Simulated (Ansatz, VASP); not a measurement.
Two plane-wave programs on SnSe2

```
Sn Se
1.0
     4.10527    0.00000    0.00000
    -2.05264    3.55527    0.00000
     0.00000    0.00000    5.28871
Sn Se
1 2
Direct
  0.00000 0.00000 0.00000
  0.33333 0.66667 0.25000
  0.66667 0.33333 0.75000
```

Alike in both runs: task single point; functional r2SCAN; k mesh 12 × 12 × 6; occupations gaussian, width 0.05 eV; no spin polarisation.

|  | VASP | Ansatz |
| --- | --- | --- |
| version | VASP 6.6.1 | Ansatz 0.2.0 |
| potentials or method | VASP PAW PBE potentials, release 64 (Sn_d, Se), cutoff 520 eV | scalar-relativistic, plane waves, PAW |
| valence electrons in the cell | 26 | 46 |

|  | VASP | Ansatz | Ansatz less VASP |
| --- | --- | --- | --- |
| gap on the k mesh at the Fermi level (eV) | 0.16 | 0.16 | 0.000 |
| least direct gap on the mesh (eV) | 0.19 | 0.18 | -0.006 |
| pressure (GPa) | 2.2 | 2.2 | -0.05 |
| traceless stress, the component that is largest in VASP (GPa) | 5.42 | 5.45 | +0.026 |
| rms of the force components (eV/Å) | 0.525 | 0.521 | -0.0049 |

VASP's potentials were made for PBE, not for r2SCAN. Atom by atom the forces differ by 0.005 eV/Å (rms over components). VASP's potentials hold 26 valence electrons a cell and Ansatz's 46, so a difference there can come from the potentials and not from the codes.
